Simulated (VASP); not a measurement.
# Ti (P6_3/mmc) in VASP: further runs

The runs below take Ti through single point, with PBEsol.

Everything below comes from runs of VASP 6.6.1. Logs are shortened: lines on timing, memory, paths and dates and some standing lists are left out, and cuts for length are marked.

### Step 1. The cell of the first run

The structure is hexagonal, space group P6_3/mmc (No. 194). The conventional cell has a = 2.714 Å, b = 2.714 Å, c = 4.499 Å, α = 90.00°, β = 90.00°, γ = 120.00°. Within 3.6 Å of Ti (site symmetry -6m2) lie 12 Ti at 2.71 to 2.74 Å.

### Step 2. Single point, PBEsol (strain -0.080 along x and y, -0.040 along z)

The input, INCAR:

```
PREC = Accurate ; ENCUT = 520
EDIFF = 1E-7 ; ISMEAR = 0
SIGMA = 0.15 ; LREAL = F
LASPH = T ; NELM = 60
ALGO = Normal ; ISIF = 2
LWAVE = F ; LCHARG = T
GGA = PS ; LELF = T
LVHAR = T ; NBANDS = 19
```

The input, KPOINTS:

```
Automatic mesh
0
Gamma
  18 18 10
```

The input, POSCAR:

```
Ti
1.0
    2.7139980316      0.0000000000      0.0000000000
   -1.3569990158      2.3503912412      0.0000000000
    0.0000000000      0.0000000000      4.4985600000
Ti
2
Direct
    0.3333333333      0.6666666667      0.2500000000
    0.6666666667      0.3333333333      0.7500000000
```

Potentials or basis: VASP PAW PBE potentials, release 64 (Ti_sv).

Run with:

```bash
$ cat potpaw_PBE.64/Ti_sv/POTCAR > POTCAR
$ mpirun -np 1 vasp_std > vasp.out
```

OUTCAR:

```text
PREC = Accurate
   ENCUT = 520
   EDIFF = 1E-7
   ISMEAR = 0
   LREAL = F
   LASPH = T
   NELM = 60
   ISIF = 2
   GGA = PS

 ion  position               nearest neighbor table
   1  0.333  0.667  0.250-   2 2.74   2 2.74   2 2.74   2 2.74   2 2.74   2 2.74
   2  0.667  0.333  0.750-   1 2.74   1 2.74   1 2.74   1 2.74   1 2.74   1 2.74

  LATTYP: Found a hexagonal cell.
 ALAT       =     2.7139980316
 C/A-ratio  =     1.6575398905

  Lattice vectors:

 A1 = (   2.7139980316,   0.0000000000,   0.0000000000)
 A2 = (  -1.3569990158,   2.3503912412,   0.0000000000)
 A3 = (   0.0000000000,   0.0000000000,   4.4985600000)

Analysis of symmetry for initial positions (statically):
=====================================================================
 Subroutine PRICEL returns:
 Original cell was already a primitive cell.

 Routine SETGRP: Setting up the symmetry group for a
 hexagonal supercell.

 Subroutine GETGRP returns: Found 24 space group operations
 (whereof 12 operations were pure point group operations)
 out of a pool of 24 trial point group operations.

The static configuration has the point symmetry D_3d.
 The point group associated with its full space group is D_6h.

Analysis of symmetry for dynamics (positions and initial velocities):
=====================================================================
 Subroutine PRICEL returns:
 Original cell was already a primitive cell.

 Routine SETGRP: Setting up the symmetry group for a
 hexagonal supercell.

 Subroutine GETGRP returns: Found 24 space group operations
 (whereof 12 operations were pure point group operations)
 out of a pool of 24 trial point group operations.

The dynamic configuration has the point symmetry D_3d.
 The point group associated with its full space group is D_6h.

 Subroutine INISYM returns: Found 24 space group operations
 (whereof 12 operations are pure point group operations),
 and found     1 'primitive' translations

----------------------------------------------------------------------------------------

                                     Primitive cell

  volume of cell :      28.6961

  direct lattice vectors                    reciprocal lattice vectors
     2.713998032  0.000000000  0.000000000     0.368460105  0.212730541  0.000000000
    -1.356999016  2.350391241  0.000000000     0.000000000  0.425461082  0.000000000
     0.000000000  0.000000000  4.498560000     0.000000000  0.000000000  0.222293356

  length of vectors
     2.713998032  2.713998032  4.498560000     0.425461082  0.425461082  0.222293356

  position of ions in fractional coordinates (direct lattice)
     0.333333333  0.666666667  0.250000000
     0.666666667  0.333333333  0.750000000

  ion indices of the primitive-cell ions
   primitive index   ion index
                 1           1
                 2           2

----------------------------------------------------------------------------------------

 KPOINTS: Automatic mesh

Automatic generation of k-mesh.
 Grid dimensions read from file:
 generate k-points for:   18   18   10

 Generating k-lattice:

  Cartesian coordinates                     Fractional coordinates (reciprocal lattice)
     0.020470006  0.011818363  0.000000000     0.055555556 -0.000000000  0.000000000
     0.000000000  0.023636727  0.000000000     0.000000000  0.055555556  0.000000000
     0.000000000  0.000000000  0.022229336     0.000000000  0.000000000  0.100000000

  Length of vectors
     0.023636727  0.023636727  0.022229336

  Shift w.r.t. Gamma in fractional coordinates (k-lattice)
     0.000000000  0.000000000  0.000000000

 Subroutine IBZKPT returns following result:
 ===========================================

 Found    222 irreducible k-points:

 Following reciprocal coordinates:
            Coordinates               Weight
  0.000000  0.000000  0.000000      1.000000
  0.055556 -0.000000  0.000000      6.000000
  0.111111 -0.000000  0.000000      6.000000
  0.166667 -0.000000  0.000000      6.000000
  0.222222 -0.000000  0.000000      6.000000
  0.277778 -0.000000  0.000000      6.000000
[... 16 lines left out ...]
  0.333333  0.111111  0.000000     12.000000
  0.388889  0.111111  0.000000     12.000000
 [... further k-points ...]
   k-points           NKPTS =    222   k-points in BZ     NKDIM =    222   number of bands    NBANDS=     19
   number of dos      NEDOS =    301   number of ions     NIONS =      2
   total plane-waves  NPLWV =  14400
   dimension x,y,z NGX =    20 NGY =   20 NGZ =   36
   dimension x,y,z NGXF=    40 NGYF=   40 NGZF=   72
   ions per type =               2
   NGX,Y,Z   is equivalent  to a cutoff of  12.25, 12.25, 13.30 a.u.
   NGXF,Y,Z  is equivalent  to a cutoff of  24.50, 24.50, 26.61 a.u.
 SYSTEM =  unknown system
   PREC   = accura    normal or accurate (medium, high low for compatibility)
   ISTART =      0    job   : 0-new  1-cont  2-samecut
   ICHARG =      2    charge: 1-file 2-atom 10-const
   ISPIN  =      1    spin polarized calculation?
   LNONCOLLINEAR =      F non collinear calculations
   LSORBIT =      F    spin-orbit coupling
   LASPH  =      T    aspherical Exc in radial PAW
   ENCUT  =  520.0 eV  38.22 Ry    6.18 a.u.   5.05  5.05  8.36*2*pi/ulx,y,z
   NELM   =     60;   NELMIN=  2; NELMDL= -5     # of ELM steps
   EDIFF  = 0.1E-06   stopping-criterion for ELM
   LREAL  =      F    real-space projection
   EDIFFG = 0.1E-05   stopping-criterion for IOM
   NSW    =      0    number of steps for IOM
   IBRION =     -1    ionic relax: 0-MD 1-quasi-New 2-CG
   NFREE  =      0    steps in history (QN), initial steepest desc. (CG)
   ISIF   =      2    stress and relaxation
   ISYM   =      2    0-nonsym 1-usesym 2-fastsym
   POTIM  = 0.5000    time-step for ionic-motion
   TEBEG  =    0.0;   TEEND  =   0.0 temperature during run
   PSTRESS=    0.0 pullay stress
   NELECT =      24.0000    total number of electrons
   NUPDOWN=      -1.0000    fix difference up-down
   EMIN   =  10.00;   EMAX   =-10.00  energy-range for DOS
   EFERMI =   0.00;   METHOD = LEGACY
   ISMEAR =     0;   SIGMA  =   0.15  broadening in eV -4-tet -1-fermi 0-gaus
   EFERMI_NEDOS =   21; number of points for ismear=-14 and -15
   IALGO  =     38    algorithm
   IMIX   =      4    mixing-type and parameters
     AMIX     =   0.40;   BMIX     =  1.00
     AMIX_MAG =   1.60;   BMIX_MAG =  1.00
  volume/ion in A,a.u.               =      14.35        96.83
  Fermi-wavevector in a.u.,A,eV,Ry     =   1.542425  2.914761 32.369297  2.379076
  Thomas-Fermi vector in A             =   2.648232
   LORBIT       =      0    0 simple, 1 ext, 2 COOP (PROOUT), +10 PAW based schemes
   GGA     = PS    functional components
   LHFCALC =     F    Hartree Fock is set to
   AEXX    =    0.0000 exact exchange contribution
   IVDW    =     0    specifies the selected vdW correction
   LEPSILON=     F    determine dielectric tensor
   LRPA    =     F    only Hartree local field effects (RPA)
 non-spin polarized calculation
 Gauss-broadening in eV      SIGMA  =   0.15
  energy-cutoff  :      520.00
  volume of cell :       28.70
 maximum number of plane-waves:       790
   NGX = 11   NGY = 11   NGZ = 17

 number of electron      23.9999999 magnetization

 Free energy of the ion-electron system (eV)
  ---------------------------------------------------
  ext. energy  EPLUGINS =         0.00000000
  ---------------------------------------------------
  free energy    TOTEN  =       -16.37355010 eV

  energy without entropy =      -16.35170467  energy(sigma->0) =      -16.36262738

 E-fermi :  10.3585     XC(G=0): -12.5797

 val. band max:       10.3509903491   @ k =   0.2222   0.2222   0.5000
 cond. band min:      10.3660505552   @ k =   0.3889   0.1667   0.4000
 fundamental gap:      0.0150602061
 Fermi energy:        10.3585418597

 k-point     1 :       0.0000    0.0000    0.0000
  band No.  band energies     occupation
      1     -45.9570      2.00000
      2     -45.7053      2.00000
      3     -22.8575      2.00000
      4     -21.7096      2.00000
      5     -21.7096      2.00000
      6     -21.6576      2.00000
[... 11 lines left out ...]
     18      12.6325      0.00000
     19      14.3650      0.00000

 k-point     2 :       0.0556   -0.0000    0.0000
  band No.  band energies     occupation
      1     -45.9499      2.00000
      2     -45.7015      2.00000
      3     -22.8449      2.00000
      4     -21.7402      2.00000
      5     -21.7189      2.00000
      6     -21.6613      2.00000
[... 11 lines left out ...]
     18      12.5658      0.00000
     19      14.3980      0.00000

 k-point     3 :       0.1111   -0.0000    0.0000
  band No.  band energies     occupation
      1     -45.9292      2.00000
      2     -45.6906      2.00000
      3     -22.8078      2.00000
      4     -21.8283      2.00000
      5     -21.7450      2.00000
      6     -21.6903      2.00000
[... 11 lines left out ...]
     18      12.3892      0.00000
     19      14.4780      0.00000

 k-point     4 :       0.1667   -0.0000    0.0000
  band No.  band energies     occupation
      1     -45.8969      2.00000
      2     -45.6744      2.00000
      3     -22.7487      2.00000
      4     -21.9635      2.00000
      5     -21.8238      2.00000
      6     -21.7840      2.00000
[... 11 lines left out ...]
     18      12.5128      0.00000
     19      14.5707      0.00000

 k-point     5 :       0.2222   -0.0000    0.0000
  band No.  band energies     occupation
      1     -45.8561      2.00000
      2     -45.6553      2.00000
      3     -22.6717      2.00000
      4     -22.1295      2.00000
      5     -21.9826      2.00000
      6     -21.8302      2.00000
[... 11 lines left out ...]
     18      12.9718      0.00000
     19      14.6524      0.00000
[... 334 lines left out ...]
      2     -45.6309      2.00000
      3     -22.5530      2.00000
      4     -22.3026      2.00000
      5     -22.2041      2.00000
      6     -21.8962      2.00000
[... 11 lines left out ...]
     18      13.9749      0.00000
     19      14.6004      0.00000

 k-point    22 :       0.2778    0.1111    0.0000
  band No.  band energies     occupation
      1     -45.7535      2.00000
      2     -45.6169      2.00000
      3     -22.4603      2.00000
      4     -22.4544      2.00000
      5     -22.3162      2.00000
      6     -21.9605      2.00000
[... 11 lines left out ...]
     18      14.6165      0.00000
     19      14.6374      0.00000

 k-point    23 :       0.3333    0.1111    0.0000
  band No.  band energies     occupation
      1     -45.7154      2.00000
      2     -45.6083      2.00000
      3     -22.5772      2.00000
      4     -22.4065      2.00000
      5     -22.3709      2.00000
      6     -22.0124      2.00000
[... 11 lines left out ...]
     18      14.6242      0.00000
     19      15.3090      0.00000

 k-point    24 :       0.3889    0.1111    0.0000
  band No.  band energies     occupation
      1     -45.6875      2.00000
      2     -45.6054      2.00000
      3     -22.6566      2.00000
      4     -22.4652      2.00000
      5     -22.2990      2.00000
      6     -22.0459      2.00000
[... 11 lines left out ...]
     18      14.7139      0.00000
     19      15.9568      0.00000

 [... further k-points ...]
[... 5 lines left out ...]
  --------------------------------------------------------------------------------------
  -------------------------------------------------------------------------------------
  Total        4.3941057      4.3941057      3.4748308      0.0000000      0.0000000      0.0000000
  in kB      245.3340747    245.3340747    194.0086259      0.0000000      0.0000000      0.0000000
  external PRESSURE =     228.2255917 kB  Pullay stress =       0.0000000 kB

 VOLUME and BASIS-vectors are now :
 -----------------------------------------------------------------------------
  energy-cutoff  :      520.00
  volume of cell :       28.70
      direct lattice vectors                 reciprocal lattice vectors
     2.713998032  0.000000000  0.000000000     0.368460105  0.212730541  0.000000000
    -1.356999016  2.350391241  0.000000000     0.000000000  0.425461082  0.000000000
     0.000000000  0.000000000  4.498560000     0.000000000  0.000000000  0.222293356

 POSITION                                       TOTAL-FORCE (eV/Angst)
 -----------------------------------------------------------------------------------
     -0.00000      1.56693      1.12464        -0.000000      0.000000      0.000000
      1.35700      0.78346      3.37392         0.000000      0.000000      0.000000
 -----------------------------------------------------------------------------------
    total drift:                               -0.000000      0.000000     -0.000000

  FREE ENERGIE OF THE ION-ELECTRON SYSTEM (eV)
  ---------------------------------------------------
  free  energy   TOTEN  =       -16.3735500977 eV

  energy  without entropy=      -16.3517046692  energy(sigma->0) =      -16.36262738
```

Run time: 74 s. Hardware: 1 thread of Intel Xeon Platinum 8488C (Sapphire Rapids), shared host; peak memory 0.21 GiB.

Results:

- Free energy: -16.3736 eV
- Pressure: 22.8 GPa
- Band gap on the k mesh: zero (band 12 reaches 11.30 eV, above the bottom of band 13 at 10.04 eV)

Stress tensor (GPa, compression positive):
```
24.53  0.00  0.00
 0.00 24.53  0.00
 0.00  0.00 19.40
```

Caveat: the cell differs from its parent crystal (strain -0.080 along x and y, -0.040 along z); the PAW data sets were made with another functional, which shifts forces and pressure a little.

(Continued in part 2 of 2.)
